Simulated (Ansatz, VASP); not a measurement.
Given: the input of a run of Ansatz 0.2.0 on MnO.

File input.yaml:

```yaml
crystal:
  lattice:
    - [2.9909715306, -1.7283524491, 0.0]
    - [2.9909715306, 1.7283524491, 0.0]
    - [-1.9977723729, 0.0, 2.8289211086]
  atoms:
    - { symbol: Mn, position: [0.500199, 0.500199, 0.500665], spin: 4.0 }
    - { symbol: O, position: [0.7498025, 0.7498025, 0.249336] }
kpoints:
  mp_grid: { grid: [9, 9, 9] }
scf:
  occupations: { method: fermi_dirac, width: 0.05 }
hamiltonian:
  xc: lda
  pseudopotentials: { kind: all_electron, lapw: { basis_error: 0.001 } }
magnetization:
  spin_polarized: true
output:
  forces: true
  stress: true
  eigenvalues: true
```

Potentials or basis: all-electron LAPW, scalar-relativistic.

Launch:

```sh
$ ansatz run input.yaml --threads 2 --pin off --max-ram 6144MiB --backend cpu --events-out ev --progress --plain --runs-dir out
```

Task: Translate it to VASP 6.6.1. Potentials there: VASP PAW LDA potentials, release 64 (Mn_pv, O).

Result: As run (the cutoff follows the program's own potentials):

Contents of INCAR:

```
SYSTEM = MnO
PREC = Accurate
ENCUT = 520
EDIFF = 1E-7
ISMEAR = -1
SIGMA = 0.05
LREAL = .FALSE.
LASPH = .TRUE.
NELM = 150
ALGO = Normal
ISIF = 2
LWAVE = .FALSE.
LCHARG = .TRUE.
ISPIN = 2
MAGMOM = 4 0
LORBIT = 11
LMAXMIX = 4
LELF = .TRUE.
LVHAR = .TRUE.
NBANDS = 20
```

KPOINTS

```
Automatic mesh
0
G
  9 9 9
  0 0 0
```

Contents of POSCAR:

```
MnO
1.0
    2.9909715306     -1.7283524491      0.0000000000
    2.9909715306      1.7283524491      0.0000000000
   -1.9977723729      0.0000000000      2.8289211086
Mn O
1 1
Direct
    0.5001990000      0.5001990000      0.5006650000
    0.7498025000      0.7498025000      0.2493360000
```

Potentials or basis: VASP PAW LDA potentials, release 64 (Mn_pv, O).

Run with:

```console
$ cat potpaw_LDA.64/Mn_pv/POTCAR potpaw_LDA.64/O/POTCAR > POTCAR
$ mpirun -np 1 vasp_std > vasp.out
```

Both were run:

|  | VASP | Ansatz | Ansatz less VASP |
| --- | --- | --- | --- |
| gap on the k mesh at the Fermi level (eV) | none | none | - |
| pressure (GPa) | -14.4 | -14.2 | +0.16 |
| traceless stress, the component that is largest in VASP (GPa) | -0.15 | -0.15 | +0.002 |
| net moment per atom (μB) | 2.48 | 2.50 | +0.011 |
| size of the moment on the site where the two differ most (μB) | 4.38 | 4.33 | -0.053 |

LDA's correlation is that of Perdew and Zunger in VASP and of Perdew and Wang (1992) in Ansatz. Site moments also hang on the region over which each program counts them. A gap of «none» marks a metal or a gap that the smearing closes. Ansatz ran all-electron here, and VASP with PAW potentials.
